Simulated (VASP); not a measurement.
Here is a VASP 6.6.1 calculation.

File INCAR:

```
SYSTEM = NiO
PREC = Accurate ; ENCUT = 600
EDIFF = 1E-6 ; ISMEAR = -1
SIGMA = 0.05 ; LREAL = .FALSE.
LASPH = .TRUE. ; NELM = 200
ALGO = Normal ; ISIF = 2
LWAVE = .FALSE. ; LCHARG = .FALSE.
ISPIN = 2 ; MAGMOM = 1 0
LORBIT = 11 ; LMAXMIX = 4
GGA = PE ; NBANDS = 23
GGA_COMPAT = .FALSE.
```

The input KPOINTS:

```
Automatic mesh
0
G
  10 10 10
  0 0 0
```

File POSCAR:

```
NiO
1.0
    0.0000000000      2.2835484600      2.2835484600
    2.2835484600      0.0000000000      2.2835484600
    2.2835484600      2.2835484600      0.0000000000
Ni O
1 1
Direct
    0.0000000000      0.0000000000      0.0000000000
    0.2500000000      0.2500000000      0.2500000000
```

Potentials or basis: VASP PAW PBE potentials, release 64 (Ni_sv_GW, O).

The run is started by

```bash
$ cat potpaw_PBE.64/Ni_sv_GW/POTCAR potpaw_PBE.64/O/POTCAR > POTCAR
$ mpirun -np 1 vasp_std > vasp.out
```

(1) What does it give for the site moments?

(2) Predict the pressure.

(3) Predict the band gap on the k mesh.

(4) Predict the net moment.

## Answers

(1) Ni +1.56; O +0.37 μB.

(2) -9.1 GPa.

(3) zero (filled and empty bands overlap).

(4) 1.98 μB per cell.

Caveat: a cell with one magnetic atom can't hold antiferromagnetic order, which such compounds often take; semilocal functionals often make such compounds metallic where correlation or magnetic order opens a gap, which also shifts bond lengths.
